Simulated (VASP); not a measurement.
# Au (I4/mmm) in VASP: further runs

Runs on Au. Level: r2SCAN. Tasks: single point.

All numbers are computed with VASP 6.6.1; they aren't measurements. Logs are shortened: lines on timing, memory, paths and dates and some standing lists are left out, and cuts for length are marked.

## (1) The cell of the first run

Symmetry: I4/mmm, No. 139, tetragonal system. Conventional cell: a = 2.965 Å, b = 2.965 Å, c = 3.886 Å, α = 90.00°, β = 90.00°, γ = 90.00°. Au (site symmetry 4/mmm) has 12 Au at 2.86 to 2.97 Å within 3.8 Å.

## (2) Single point, r2SCAN (strain +0.025 along x and y, -0.050 along z)

File POSCAR:

```
Au
1.0
    0.0000000000      2.0966375000      1.9432250000
    2.0966375000      0.0000000000      1.9432250000
    2.0966375000      2.0966375000      0.0000000000
Au
1
Direct
    0.0000000000      0.0000000000      0.0000000000
```

File INCAR.step1:

```
  PREC = Accurate
  ENCUT = 520
  ISMEAR = 0
  SIGMA = 0.15
  LREAL = F
  LASPH = T
  NELM = 100
  NBANDS = 12
  GGA = PE
  ALGO = Normal
  EDIFF = 1E-4
  LWAVE = T
  LCHARG = F
```

File INCAR.step2:

```
  PREC = Accurate
  ENCUT = 520
  EDIFF = 1E-6
  ISMEAR = 0
  SIGMA = 0.15
  LREAL = F
  LASPH = T
  NELM = 100
  ALGO = Normal
  ISIF = 2
  LWAVE = F
  LCHARG = F
  METAGGA = R2SCAN
  LMIXTAU = T
  NBANDS = 12
  ISTART = 1
```

File KPOINTS:

```
regular mesh
0
Gamma
  20 20 20
```

Potentials or basis: VASP PAW PBE potentials, release 64 (Au).

The run is started by

```console
$ cat potpaw_PBE.64/Au/POTCAR > POTCAR
$ cp INCAR.step1 INCAR
$ mpirun -np 1 vasp_std > vasp.out
$ cp INCAR.step2 INCAR
$ mpirun -np 1 vasp_std > vasp.out
```

OUTCAR:

```text
PREC = Accurate
   ENCUT = 520
   EDIFF = 1E-6
   ISMEAR = 0
   LREAL = F
   LASPH = T
   NELM = 100
   ISIF = 2
   METAGGA = R2SCAN
   ISTART = 1

 ion  position               nearest neighbor table
   1  0.000  0.000  0.000-

  LATTYP: Found a body centered tetragonal cell.
 ALAT       =     2.9650931879
 C/A-ratio  =     1.3107345212

  Lattice vectors:

 A1 = (   0.0000000000,  -2.0966375000,  -1.9432250000)
 A2 = (   0.0000000000,   2.0966375000,  -1.9432250000)
 A3 = (   2.0966375000,   0.0000000000,   1.9432250000)

Analysis of symmetry for initial positions (statically):
=====================================================================
 Subroutine PRICEL returns:
 Original cell was already a primitive cell.

 Routine SETGRP: Setting up the symmetry group for a
 body centered tetragonal supercell.

 Subroutine GETGRP returns: Found 16 space group operations
 (whereof 16 operations were pure point group operations)
 out of a pool of 16 trial point group operations.

The static configuration has the point symmetry D_4h.

Analysis of symmetry for dynamics (positions and initial velocities):
=====================================================================
 Subroutine PRICEL returns:
 Original cell was already a primitive cell.

 Routine SETGRP: Setting up the symmetry group for a
 body centered tetragonal supercell.

 Subroutine GETGRP returns: Found 16 space group operations
 (whereof 16 operations were pure point group operations)
 out of a pool of 16 trial point group operations.

The dynamic configuration has the point symmetry D_4h.

 Subroutine INISYM returns: Found 16 space group operations
 (whereof 16 operations are pure point group operations),
 and found     1 'primitive' translations

----------------------------------------------------------------------------------------

                                     Primitive cell

  volume of cell :      17.0844

  direct lattice vectors                    reciprocal lattice vectors
     0.000000000  2.096637500  1.943225000    -0.238477085  0.238477085  0.257304224
     2.096637500  0.000000000  1.943225000     0.238477085 -0.238477085  0.257304224
     2.096637500  2.096637500  0.000000000     0.238477085  0.238477085 -0.257304224

  length of vectors
     2.858673155  2.858673155  2.965093188     0.424202904  0.424202904  0.424202904

  position of ions in fractional coordinates (direct lattice)
     0.000000000  0.000000000  0.000000000

  ion indices of the primitive-cell ions
[... 77 lines left out ...]
   NSW    =      0    number of steps for IOM
   IBRION =     -1    ionic relax: 0-MD 1-quasi-New 2-CG
   NFREE  =      0    steps in history (QN), initial steepest desc. (CG)
   ISIF   =      2    stress and relaxation
   ISYM   =      2    0-nonsym 1-usesym 2-fastsym
   POTIM  = 0.5000    time-step for ionic-motion
   TEBEG  =    0.0;   TEEND  =   0.0 temperature during run
   PSTRESS=    0.0 pullay stress
   NELECT =      11.0000    total number of electrons
   NUPDOWN=      -1.0000    fix difference up-down
   EMIN   =  10.00;   EMAX   =-10.00  energy-range for DOS
   EFERMI =   0.00;   METHOD = LEGACY
   ISMEAR =     0;   SIGMA  =   0.15  broadening in eV -4-tet -1-fermi 0-gaus
   EFERMI_NEDOS =   21; number of points for ismear=-14 and -15
   IALGO  =     38    algorithm
   IMIX   =      4    mixing-type and parameters
     AMIX     =   0.40;   BMIX     =  1.00
     AMIX_MAG =   1.60;   BMIX_MAG =  1.00
  volume/ion in A,a.u.               =      17.08       115.29
  Fermi-wavevector in a.u.,A,eV,Ry     =   1.413641  2.671394 27.189622  1.998381
  Thomas-Fermi vector in A             =   2.535266
   LORBIT       =      0    0 simple, 1 ext, 2 COOP (PROOUT), +10 PAW based schemes
   METAGGA = R2SCAN    functional components
   LHFCALC =     F    Hartree Fock is set to
   AEXX    =    0.0000 exact exchange contribution
   IVDW    =     0    specifies the selected vdW correction
   LEPSILON=     F    determine dielectric tensor
   LRPA    =     F    only Hartree local field effects (RPA)
 non-spin polarized calculation
 Gauss-broadening in eV      SIGMA  =   0.15
  energy-cutoff  :      520.00
  volume of cell :       17.08
 maximum number of plane-waves:       483
 NGX is ok and might be reduce to    24
   NGX = 11   NGY = 11   NGZ = 11

 number of electron      10.9999999 magnetization

 Free energy of the ion-electron system (eV)
  ---------------------------------------------------
  ext. energy  EPLUGINS =         0.00000000
  ---------------------------------------------------
  free energy    TOTEN  =       -50.58480813 eV

  energy without entropy =      -50.58142077  energy(sigma->0) =      -50.58311445

 E-fermi :   9.3235     XC(G=0): -13.6107

 val. band max:        9.2910251274   @ k =   0.5000   0.1500   0.3000
 cond. band min:       9.3321015431   @ k =   0.4500   0.2500   0.0000
 fundamental gap:      0.0410764157
 Fermi energy:         9.3235031348

 k-point     1 :       0.0000    0.0000    0.0000
  band No.  band energies     occupation
      1      -0.7802      2.00000
      2       4.1545      2.00000
      3       4.1545      2.00000
      4       4.7989      2.00000
      5       5.4947      2.00000
      6       6.1940      2.00000
      7      24.7043      0.00000
      8      28.2652      0.00000
      9      28.2652      0.00000
     10      29.6039      0.00000
     11      34.0620      0.00000
     12      37.4448      0.00000
[... 331 lines left out ...]
 k-point    24 :      -0.3500    0.0500    0.0000
  band No.  band energies     occupation
      1       1.7546      2.00000
      2       4.1657      2.00000
      3       4.7136      2.00000
      4       5.6274      2.00000
      5       6.6176      2.00000
      6       6.9960      2.00000
      7      16.3962      0.00000
      8      24.6826      0.00000
      9      28.0558      0.00000
     10      28.1365      0.00000
     11      33.4165      0.00000
     12      33.5813      0.00000

 [... further k-points ...]
[... 5 lines left out ...]
  --------------------------------------------------------------------------------------
  -------------------------------------------------------------------------------------
  Total        0.4624226      0.4624226      0.6499108      0.0000000     -0.0000000     -0.0000000
  in kB       43.3660477     43.3660477     60.9487156      0.0000000     -0.0000000     -0.0000000
  external PRESSURE =      49.2269370 kB  Pullay stress =       0.0000000 kB

 VOLUME and BASIS-vectors are now :
 -----------------------------------------------------------------------------
  energy-cutoff  :      520.00
  volume of cell :       17.08
      direct lattice vectors                 reciprocal lattice vectors
     0.000000000  2.096637500  1.943225000    -0.238477085  0.238477085  0.257304224
     2.096637500  0.000000000  1.943225000     0.238477085 -0.238477085  0.257304224
     2.096637500  2.096637500  0.000000000     0.238477085  0.238477085 -0.257304224

 POSITION                                       TOTAL-FORCE (eV/Angst)
 -----------------------------------------------------------------------------------
      0.00000      0.00000      0.00000         0.000000      0.000000      0.000000
 -----------------------------------------------------------------------------------
    total drift:                               -0.000000     -0.000000     -0.000000

  FREE ENERGIE OF THE ION-ELECTRON SYSTEM (eV)
  ---------------------------------------------------
  free  energy   TOTEN  =       -50.5848081290 eV

  energy  without entropy=      -50.5814207710  energy(sigma->0) =      -50.58311445
```

OUTCAR.step1:

```text
PREC = Accurate
   ENCUT = 520
   ISMEAR = 0
   LREAL = F
   LASPH = T
[... 577 lines left out ...]

 POSITION                                       TOTAL-FORCE (eV/Angst)
 -----------------------------------------------------------------------------------
      0.00000      0.00000      0.00000         0.000000      0.000000      0.000000
 -----------------------------------------------------------------------------------
    total drift:                               -0.000000      0.000000      0.000000

  FREE ENERGIE OF THE ION-ELECTRON SYSTEM (eV)
  ---------------------------------------------------
  free  energy   TOTEN  =        -3.1965099355 eV

  energy  without entropy=       -3.1926522356  energy(sigma->0) =       -3.19458109
```

Wall time 5.1 min (1 thread of Intel Xeon Platinum 8259CL at 2.50GHz (Skylake/Cascade Lake), shared host); peak memory 0.25 GiB.

Results:

| Item | Value |
| --- | --- |
| Free energy | -50.5848 eV |
| Pressure | 4.9 GPa |

Caveat: the cell differs from its parent crystal (strain +0.025 along x and y, -0.050 along z); the PAW data sets were made with another functional, which shifts forces and pressure a little; spin-orbit coupling is left out, which moves the levels of the heavy elements.

## (3) Single point, r2SCAN (strain +0.025 along x and y, -0.025 along z)

File POSCAR:

```
Au
1.0
    0.0000000000      2.0966375000      1.9943625000
    2.0966375000      0.0000000000      1.9943625000
    2.0966375000      2.0966375000      0.0000000000
Au
1
Direct
    0.0000000000      0.0000000000      0.0000000000
```

File INCAR.step1:

```
SYSTEM = Au
PREC = Accurate
ENCUT = 520
ISMEAR = 0
SIGMA = 0.15
LREAL = .FALSE.
LASPH = .TRUE.
NELM = 80
NBANDS = 12
GGA = PE
ALGO = Normal
EDIFF = 1E-4
LWAVE = .TRUE.
LCHARG = .FALSE.
```

File INCAR.step2:

```
SYSTEM = Au
PREC = Accurate
ENCUT = 520
EDIFF = 1E-7
ISMEAR = 0
SIGMA = 0.15
LREAL = .FALSE.
LASPH = .TRUE.
NELM = 80
ALGO = Normal
ISIF = 2
LWAVE = .FALSE.
LCHARG = .FALSE.
METAGGA = R2SCAN
LMIXTAU = .TRUE.
NBANDS = 12
ISTART = 1
```

File KPOINTS:

```
Automatic mesh
0
G
  20 20 20
  0 0 0
```

Potentials or basis: VASP PAW PBE potentials, release 64 (Au).

The run is started by

```console
$ cat potpaw_PBE.64/Au/POTCAR > POTCAR
$ cp INCAR.step1 INCAR
$ mpirun -np 1 vasp_std > vasp.out
$ cp INCAR.step2 INCAR
$ mpirun -np 1 vasp_std > vasp.out
```

Run time: 5.5 min. Hardware: 1 thread of Intel Xeon Platinum 8259CL at 2.50GHz (Skylake/Cascade Lake), shared host; peak memory 0.26 GiB.

It converged, with:

| Property | Result |
| --- | --- |
| Free energy | -50.5953 eV |
| Pressure | 0.4 GPa |

Stress tensor (GPa, compression positive):
```
-0.03  0.00  0.00
 0.00 -0.03  0.00
 0.00  0.00  1.31
```

Levels at points of the mesh, in eV from the Fermi level:
```csv
k point,band 4,band 5,band 6,band 7,band 8,band 9
"(0.00, 0.00, 0.00)",-4.52,-3.59,-3.14,15.38,19.00,19.00
"(0.50, 0.00, 0.00)",-2.28,-2.05,-0.67,3.02,14.70,17.11
"(0.50, 0.50, 0.00)",-1.82,-1.82,1.85,6.55,9.83,9.83
"(0.50, 0.00, 0.50)",-2.03,-1.69,0.98,5.38,10.71,10.79
```

Caveat: the cell differs from its parent crystal (strain +0.025 along x and y, -0.025 along z); the PAW data sets were made with another functional, which shifts forces and pressure a little; spin-orbit coupling is left out, which moves the levels of the heavy elements.
